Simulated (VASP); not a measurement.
Wanted: the native input for a VASP 6.6.1 run.

```
Task                   : relaxation of cell and atoms
Functional             : PBE
Potentials or basis    : VASP PAW PBE potentials, release 64 (Li_sv, F)
Cutoff                 : 600 eV
k mesh                 : 6 × 6 × 4
Occupations            : gaussian, width 0.1 eV
Spin                   : no spin polarisation
Dipole correction      : no
Further INCAR settings : ALGO = Normal; EDIFF = 1e-06; IBRION = 2; EDIFFG = -0.04; NSW = 90; ISIF = 3
```

The structure of LiF lies in POSCAR:

```
LiF
1.0
    3.0639464700      0.0000000000      0.0000000000
   -1.5319732300      2.6534554800      0.0000000000
    0.0000000000      0.0000000000      5.0084920500
Li F
3 3
Direct
    0.1620798500      0.8379201500      0.6666666700
    0.1620798500      0.3241597000      0.3333333300
    0.6758403000      0.8379201500      0.0000000000
    0.8379201500      0.1620798500      0.6666666700
    0.8379201500      0.6758403000      0.3333333300
    0.3241597000      0.1620798500      0.0000000000
```

The cell was generated, and may not be a known phase.

These files were run (other wordings do the same):

INCAR

```
SYSTEM = LiF
PREC = Accurate ; ENCUT = 600
EDIFF = 1E-6 ; ISMEAR = 0
SIGMA = 0.1 ; LREAL = .FALSE.
LASPH = .TRUE. ; NELM = 100
ALGO = Normal ; ISIF = 3
LWAVE = .FALSE. ; LCHARG = .FALSE.
GGA = PE ; IBRION = 2
NSW = 90 ; EDIFFG = -0.04
```

KPOINTS

```
Automatic mesh
0
G
  6 6 4
  0 0 0
```

Potentials or basis: VASP PAW PBE potentials, release 64 (Li_sv, F).

Command:

```bash
$ cat potpaw_PBE.64/Li_sv/POTCAR potpaw_PBE.64/F/POTCAR > POTCAR
$ mpirun -np 1 vasp_std > vasp.out
```

Results of the run:

```json
{
 "Relaxed volume": "9.30 Å³/atom",
 "Relaxed cell": "a = 3.206 Å, b = 3.206 Å, c = 6.271 Å, α = 90.00°, β = 90.00°, γ = 120.00°",
 "Space group after relaxing (to 0.1 Å)": "P3_212 (No. 153)",
 "Energy gained by relaxing": "333.0 meV/atom",
 "Ionic steps": "10",
 "Pressure after relaxing": "0.6 GPa",
 "Largest force after relaxing": "0.029 eV/Å",
 "Band gap on the k mesh": "7.08 eV"
}
```

Caveat: the cutoff is under 1.25 times the usual one of these potentials, so pressure, stress and relaxed cells hold a basis-set (Pulay) error; the volume moved by over 15 % at a fixed basis, so the end points are rough.

Wall time 2.7 min on 1 thread of Oxide Virtual Turin-like Processor, with other jobs on the host, peak memory 0.12 GiB.
